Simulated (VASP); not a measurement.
Write the native input for VASP 6.6.1 that does the following.

```
Task                   : single point
Functional             : PBE
Potentials or basis    : VASP PAW PBE potentials, release 64 (W_sv)
Cutoff                 : 500 eV
k mesh                 : 4 × 4 × 4
Occupations            : fermi-dirac, width 0.1 eV
Spin                   : no spin polarisation
Dipole correction      : no
Further INCAR settings : ALGO = Normal; EDIFF = 1e-06; NBANDS = 13
```

The structure of W lies in POSCAR:

```
W
1.0
   -1.5825000000      1.5825000000      1.5825000000
    1.5825000000     -1.5825000000      1.5825000000
    1.5825000000      1.5825000000     -1.5825000000
W
1
Direct
    0.0000000000      0.0000000000      0.0000000000
```

The input as run:

INCAR

```
ALGO     = Normal         # electronic algorithm
EDIFF    = 1E-6           # SCF threshold, eV
ENCUT    = 500            # plane-wave cutoff, eV
GGA      = PE             # functional
GGA_COMPAT= False        
ISIF     = 2              # what is computed and relaxed
ISMEAR   = -1             # smearing method
LASPH    = True           # aspherical terms in the spheres
LCHARG   = True           # write CHGCAR
LELF     = True           # ELF
LREAL    = False          # projectors in reciprocal space
LVHAR    = True         
LWAVE    = False          # write WAVECAR
NBANDS   = 13             # bands
NELM     = 120            # most SCF steps
PREC     = Accurate       # precision mode
SIGMA    = 0.1            # smearing width, eV
```

KPOINTS

```
k-points
0
Gamma
  4 4 4
```

Potentials or basis: VASP PAW PBE potentials, release 64 (W_sv).

Launch:

```console
$ cat potpaw_PBE.64/W_sv/POTCAR > POTCAR
$ mpirun -np 1 vasp_std > vasp.out
```

It gave:

```json
{
  "Pressure": "5.2 GPa",
  "Band gap on the k mesh": "zero (band 7 reaches 16.70 eV, above the bottom of band 8 at 10.28 eV)"
}
```

Caveat: the k points lie up to 0.70 Å⁻¹ apart; spin-orbit coupling is left out, which moves the levels of the heavy elements.

Wall time 4.8 s on 1 thread of Intel(R) Xeon(R) Platinum 8259CL CPU @ 2.50GHz (Skylake/Cascade Lake), on a shared host, peak memory 0.12 GiB.
